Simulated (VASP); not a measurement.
# Ni (Fm-3m) in VASP: single point with PBE

Aim: the single point of Ni with PBE.

Everything below comes from runs of VASP 6.6.1. Logs are shortened: lines on timing, memory, paths and dates and some standing lists are left out, and cuts for length are marked.

### 1 The cell of the first run

The structure is cubic, space group Fm-3m (No. 225). Conventional cell: a = 3.513 Å, b = 3.513 Å, c = 3.513 Å, α = 90.00°, β = 90.00°, γ = 90.00°. Ni (site symmetry m-3m) has 12 Ni at 2.48 Å within 3.3 Å.

### 2 Single point, PBE

The input, INCAR:

```
SYSTEM = Ni
ALGO = Normal ; EDIFF = 1E-6
ENCUT = 600 ; GGA = PE
GGA_COMPAT = .False. ; ISIF = 2
ISMEAR = -1 ; LASPH = .True.
LCHARG = .False. ; LREAL = .False.
LWAVE = .False. ; NBANDS = 11
NELM = 120 ; PREC = Accurate
SIGMA = 0.1
```

The input, KPOINTS:

```
k-points
0
Gamma
  4 4 4
  0 0 0
```

The input, POSCAR:

```
Ni
1.0
   -1.7564907485      0.0000000000      1.7564907485
    0.0000000000      1.7564907485      1.7564907485
   -1.7564907485      1.7564907485      0.0000000000
Ni
1
Direct
    0.0000000000      0.0000000000      0.0000000000
```

Potentials or basis: VASP PAW PBE potentials, release 64 (Ni).

The run is started by

```sh
> cat potpaw_PBE.64/Ni/POTCAR > POTCAR
> mpirun -np 1 vasp_std > vasp.out
```

OUTCAR:

```text
SYSTEM = Ni
   EDIFF = 1E-6
   ENCUT = 600
   GGA = PE
   ISIF = 2
   ISMEAR = -1
   LASPH = .True.
   LREAL = .False.
   NELM = 120
   PREC = Accurate

 ion  position               nearest neighbor table
   1  0.000  0.000  0.000-

  LATTYP: Found a face centered cubic cell.
 ALAT       =     3.5129814970

  Lattice vectors:

 A1 = (  -1.7564907485,   0.0000000000,   1.7564907485)
 A2 = (   0.0000000000,   1.7564907485,   1.7564907485)
 A3 = (  -1.7564907485,   1.7564907485,   0.0000000000)

Analysis of symmetry for initial positions (statically):
=====================================================================
 Subroutine PRICEL returns:
 Original cell was already a primitive cell.

 Routine SETGRP: Setting up the symmetry group for a
 face centered cubic supercell.

 Subroutine GETGRP returns: Found 48 space group operations
 (whereof 48 operations were pure point group operations)
 out of a pool of 48 trial point group operations.

The static configuration has the point symmetry O_h .

Analysis of symmetry for dynamics (positions and initial velocities):
=====================================================================
 Subroutine PRICEL returns:
 Original cell was already a primitive cell.

 Routine SETGRP: Setting up the symmetry group for a
 face centered cubic supercell.

 Subroutine GETGRP returns: Found 48 space group operations
 (whereof 48 operations were pure point group operations)
 out of a pool of 48 trial point group operations.

The dynamic configuration has the point symmetry O_h .

 Subroutine INISYM returns: Found 48 space group operations
 (whereof 48 operations are pure point group operations),
 and found     1 'primitive' translations

----------------------------------------------------------------------------------------

                                     Primitive cell

  volume of cell :      10.8385

  direct lattice vectors                    reciprocal lattice vectors
    -1.756490749  0.000000000  1.756490749    -0.284658488 -0.284658488  0.284658488
     0.000000000  1.756490749  1.756490749     0.284658488  0.284658488  0.284658488
    -1.756490749  1.756490749  0.000000000    -0.284658488  0.284658488 -0.284658488

  length of vectors
     2.484053039  2.484053039  2.484053039     0.493042963  0.493042963  0.493042963

  position of ions in fractional coordinates (direct lattice)
     0.000000000  0.000000000  0.000000000

  ion indices of the primitive-cell ions
   primitive index   ion index
                 1           1

----------------------------------------------------------------------------------------

 KPOINTS: k-points

Automatic generation of k-mesh.
 Grid dimensions read from file:
 generate k-points for:    4    4    4

 Generating k-lattice:

  Cartesian coordinates                     Fractional coordinates (reciprocal lattice)
    -0.071164622 -0.071164622  0.071164622     0.250000000  0.000000000  0.000000000
     0.071164622  0.071164622  0.071164622     0.000000000  0.250000000  0.000000000
    -0.071164622  0.071164622 -0.071164622     0.000000000  0.000000000  0.250000000

  Length of vectors
     0.123260741  0.123260741  0.123260741

  Shift w.r.t. Gamma in fractional coordinates (k-lattice)
     0.000000000  0.000000000  0.000000000

 Subroutine IBZKPT returns following result:
 ===========================================

 Found      8 irreducible k-points:

 Following reciprocal coordinates:
            Coordinates               Weight
  0.000000  0.000000  0.000000      1.000000
  0.250000  0.000000  0.000000      8.000000
  0.500000  0.000000  0.000000      4.000000
  0.250000  0.250000  0.000000      6.000000
  0.500000  0.250000  0.000000     24.000000
 -0.250000  0.250000  0.000000     12.000000
  0.500000  0.500000  0.000000      3.000000
 -0.250000  0.500000  0.250000      6.000000
   k-points           NKPTS =      8   k-points in BZ     NKDIM =      8   number of bands    NBANDS=     11
   number of dos      NEDOS =    301   number of ions     NIONS =      1
   total plane-waves  NPLWV =   8000
   dimension x,y,z NGX =    20 NGY =   20 NGZ =   20
   dimension x,y,z NGXF=    40 NGYF=   40 NGZF=   40
   ions per type =               1
   NGX,Y,Z   is equivalent  to a cutoff of  13.39, 13.39, 13.39 a.u.
   NGXF,Y,Z  is equivalent  to a cutoff of  26.77, 26.77, 26.77 a.u.
 SYSTEM =  Ni
   PREC   = accura    normal or accurate (medium, high low for compatibility)
   ISTART =      0    job   : 0-new  1-cont  2-samecut
   ICHARG =      2    charge: 1-file 2-atom 10-const
   ISPIN  =      1    spin polarized calculation?
   LNONCOLLINEAR =      F non collinear calculations
   LSORBIT =      F    spin-orbit coupling
   LASPH  =      T    aspherical Exc in radial PAW
   ENCUT  =  600.0 eV  44.10 Ry    6.64 a.u.   4.96  4.96  4.96*2*pi/ulx,y,z
   NELM   =    120;   NELMIN=  2; NELMDL= -5     # of ELM steps
   EDIFF  = 0.1E-05   stopping-criterion for ELM
   LREAL  =      F    real-space projection
   EDIFFG = 0.1E-04   stopping-criterion for IOM
   NSW    =      0    number of steps for IOM
   IBRION =     -1    ionic relax: 0-MD 1-quasi-New 2-CG
   NFREE  =      0    steps in history (QN), initial steepest desc. (CG)
   ISIF   =      2    stress and relaxation
   ISYM   =      2    0-nonsym 1-usesym 2-fastsym
   POTIM  = 0.5000    time-step for ionic-motion
   TEBEG  =    0.0;   TEEND  =   0.0 temperature during run
   PSTRESS=    0.0 pullay stress
   NELECT =      10.0000    total number of electrons
   NUPDOWN=      -1.0000    fix difference up-down
   EMIN   =  10.00;   EMAX   =-10.00  energy-range for DOS
   EFERMI =   0.00;   METHOD = LEGACY
   ISMEAR =    -1;   SIGMA  =   0.10  broadening in eV -4-tet -1-fermi 0-gaus
   EFERMI_NEDOS =   21; number of points for ismear=-14 and -15
   IALGO  =     38    algorithm
   IMIX   =      4    mixing-type and parameters
     AMIX     =   0.40;   BMIX     =  1.00
     AMIX_MAG =   1.60;   BMIX_MAG =  1.00
  volume/ion in A,a.u.               =      10.84        73.14
  Fermi-wavevector in a.u.,A,eV,Ry     =   1.593745  3.011742 34.559133  2.540025
  Thomas-Fermi vector in A             =   2.691928
   LORBIT       =      0    0 simple, 1 ext, 2 COOP (PROOUT), +10 PAW based schemes
   GGA     = PE    functional components
   LHFCALC =     F    Hartree Fock is set to
   AEXX    =    0.0000 exact exchange contribution
   IVDW    =     0    specifies the selected vdW correction
   LEPSILON=     F    determine dielectric tensor
   LRPA    =     F    only Hartree local field effects (RPA)
 non-spin polarized calculation
  energy-cutoff  :      600.00
  volume of cell :       10.84
 maximum number of plane-waves:       368
   NGX =  9   NGY =  9   NGZ =  9

 number of electron      10.0000009 magnetization

 Free energy of the ion-electron system (eV)
  ---------------------------------------------------
  ext. energy  EPLUGINS =         0.00000000
  ---------------------------------------------------
  free energy    TOTEN  =        -5.52467942 eV

  energy without entropy =       -5.42853310  energy(sigma->0) =       -5.47660626

 E-fermi :   9.2983     XC(G=0): -13.2815

 val. band max:        9.2316764250   @ k =   0.5000   0.2500   0.0000
 cond. band min:       9.3616398111   @ k =   0.5000   0.5000   0.0000
 fundamental gap:      0.1299633861
 Fermi energy:         9.2983066546

 k-point     1 :       0.0000    0.0000    0.0000
  band No.  band energies     occupation
      1       0.3729      2.00000
      2       7.3393      2.00000
      3       7.3393      2.00000
      4       7.3393      2.00000
      5       8.4408      1.99962
      6       8.4408      1.99962
      7      33.1045      0.00000
      8      37.0663      0.00000
      9      37.0663      0.00000
     10      37.0663      0.00000
     11      40.0689      0.00000

 k-point     2 :       0.2500    0.0000    0.0000
  band No.  band energies     occupation
      1       2.6244      2.00000
      2       6.9681      2.00000
      3       7.5431      2.00000
      4       7.5431      2.00000
      5       8.5369      1.99901
      6       8.5369      1.99901
      7      23.9532      0.00000
      8      33.2201      0.00000
      9      34.9567      0.00000
     10      34.9567      0.00000
     11      40.5320      0.00000

 k-point     3 :       0.5000    0.0000    0.0000
  band No.  band energies     occupation
      1       4.7787      2.00000
      2       7.2944      2.00000
      3       7.2944      2.00000
      4       9.0970      1.76424
      5       9.1785      1.53645
      6       9.1785      1.53644
      7      15.3114      0.00000
      8      31.6012      0.00000
      9      34.2080      0.00000
     10      34.2080      0.00000
     11      37.0602      0.00000

 k-point     4 :       0.2500    0.2500    0.0000
  band No.  band energies     occupation
      1       3.2853      2.00000
      2       6.3818      2.00000
      3       7.7954      2.00000
      4       8.1979      1.99997
      5       8.1979      1.99997
      6       8.7970      1.98678
      7      28.7726      0.00000
      8      28.7726      0.00000
      9      29.5552      0.00000
     10      30.3637      0.00000
     11      35.0821      0.00000

 k-point     5 :       0.5000    0.2500    0.0000
  band No.  band energies     occupation
      1       5.5178      2.00000
      2       6.1919      2.00000
      3       7.3174      2.00000
      4       8.1733      1.99997
      5       9.2317      1.32135
      6      11.8390      0.00000
      7      18.0037      0.00000
      8      24.0845      0.00000
      9      27.6785      0.00000
     10      31.3249      0.00000
     11      41.7850      0.00000

 k-point     6 :      -0.2500    0.2500    0.0000
  band No.  band energies     occupation
      1       5.2781      2.00000
      2       6.6444      2.00000
      3       6.9090      2.00000
      4       7.9901      2.00000
      5       8.4148      1.99971
      6      10.6575      0.00000
      7      21.0602      0.00000
      8      22.4281      0.00000
      9      32.4822      0.00000
     10      33.1440      0.00000
     11      41.6746      0.00000

 k-point     7 :       0.5000    0.5000    0.0000
  band No.  band energies     occupation
      1       4.9202      2.00000
      2       5.5041      2.00000
      3       9.1649      1.58295
      4       9.3616      0.69351
      5       9.3616      0.69351
      6      11.8565      0.00000
      7      18.7908      0.00000
      8      24.2910      0.00000
      9      24.2910      0.00000
     10      29.2750      0.00000
     11      32.8127      0.00000

 k-point     8 :      -0.2500    0.5000    0.2500
  band No.  band energies     occupation
      1       5.8276      2.00000
      2       6.6333      2.00000
      3       6.6333      2.00000
      4       8.3628      1.99983
      5       9.3628      0.68843
      6      17.2595      0.00000
      7      17.2595      0.00000
      8      19.4873      0.00000
      9      20.6418      0.00000
     10      39.9890      0.00000
     11      39.9890      0.00000

------------------------ aborting loop because EDIFF is reached ----------------------------------------

  FORCE on cell =-STRESS in cart. coord.  units (eV):
  Direction    XX          YY          ZZ          XY          YZ          ZX
  --------------------------------------------------------------------------------------
  -------------------------------------------------------------------------------------
  Total       -0.1200117     -0.1200117     -0.1200117     -0.0000000      0.0000000      0.0000000
  in kB      -17.7405223    -17.7405223    -17.7405223     -0.0000000      0.0000000      0.0000000
  external PRESSURE =     -17.7405223 kB  Pullay stress =       0.0000000 kB

 VOLUME and BASIS-vectors are now :
 -----------------------------------------------------------------------------
  energy-cutoff  :      600.00
  volume of cell :       10.84
      direct lattice vectors                 reciprocal lattice vectors
    -1.756490749  0.000000000  1.756490749    -0.284658488 -0.284658488  0.284658488
     0.000000000  1.756490749  1.756490749     0.284658488  0.284658488  0.284658488
    -1.756490749  1.756490749  0.000000000    -0.284658488  0.284658488 -0.284658488

 POSITION                                       TOTAL-FORCE (eV/Angst)
 -----------------------------------------------------------------------------------
      0.00000      0.00000      0.00000        -0.000000      0.000000     -0.000000
 -----------------------------------------------------------------------------------
    total drift:                               -0.000000      0.000000      0.000000

  FREE ENERGIE OF THE ION-ELECTRON SYSTEM (eV)
  ---------------------------------------------------
  free  energy   TOTEN  =        -5.5246794240 eV

  energy  without entropy=       -5.4285331039  energy(sigma->0) =       -5.47660626
```

It took 3.2 s on 1 thread of Intel Xeon Platinum 8488C (Sapphire Rapids), shared host; peak memory 0.12 GiB.

What came out:

* Free energy: -5.5247 eV
* Pressure: -1.8 GPa
* Band gap on the k mesh: zero (band 5 reaches 9.36 eV, above the bottom of band 6 at 8.44 eV)

Caveat: the k points lie up to 0.77 Å⁻¹ apart; the run has no spin polarisation, though such a crystal can be magnetic. Spin polarisation is off, so any magnetic state and its effect on volume and gap are missing.
